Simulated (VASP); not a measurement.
A run of VASP 6.6.1:

File INCAR:

```
  PREC = Accurate
  ENCUT = 520
  EDIFF = 1E-7
  ISMEAR = 0
  SIGMA = 0.01
  LREAL = False
  LASPH = True
  NELM = 80
  ALGO = Normal
  ISIF = 2
  LWAVE = False
  LCHARG = False
  GGA = PE
  NBANDS = 11
```

Contents of KPOINTS:

```
regular mesh
0
Gamma
  6 6 6
```

The input POSCAR:

```
Si
1.0
    0.0000000000      2.6861484289      2.6861484289
    2.6861484289      0.0000000000      2.6861484289
    2.6861484289      2.6861484289      0.0000000000
Si
2
Direct
    0.7500000000      0.7500000000      0.7500000000
    0.5000000000      0.5000000000      0.5000000000
```

Potentials or basis: VASP PAW PBE potentials, release 64 (Si).

The run is started by

```sh
$ cat potpaw_PBE.64/Si/POTCAR > POTCAR
$ mpirun -np 1 vasp_std > vasp.out
```

Hardware: 1 thread of Intel Xeon 8259CL (shared host).

Problem. Estimate the wall time of this run.

Solution. It took 16 s on 1 thread of Intel Xeon 8259CL, on a shared host, peak memory 0.14 GiB. Counts: scf iterations 13, k points 16.
